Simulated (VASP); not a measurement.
Zn, 2 atoms in the cell. Symmetry: P6_3/mmc, No. 194, hexagonal system. The conventional cell has a = 2.553 Å, b = 2.553 Å, c = 4.848 Å, α = 90.00°, β = 90.00°, γ = 120.00°. Within 3.4 Å of Zn (site symmetry -6m2) lie 12 Zn at 2.55 to 2.84 Å. 

- Program: VASP 6.6.1
- Task: vibrations by perturbation theory
- Functional: LDA
- Potentials or basis: VASP PAW LDA potentials, release 64 (Zn)
- Cutoff: 520 eV
- k mesh: 18 × 18 × 10
- Occupations: fermi-dirac, width 0.15 eV
- Spin: no spin polarisation
- Dipole correction: no
- Further INCAR settings: ALGO = Normal; EDIFF = 1e-08; NBANDS = 19; IBRION = 8; NSW = 1

Potentials or basis: VASP PAW LDA potentials, release 64 (Zn).

The run is started by

```bash
$ cat potpaw_LDA.64/Zn/POTCAR > POTCAR
$ mpirun -np 1 vasp_std > vasp.out
```

Hardware: 1 thread of Intel Xeon 8259CL, on a shared host.

**Question.** Estimate the wall time of this run.

**Answer.** Wall time 20 min on 1 thread of Intel Xeon 8259CL, on a shared host, peak memory 0.93 GiB. Counts: scf iterations 37, k points 222.
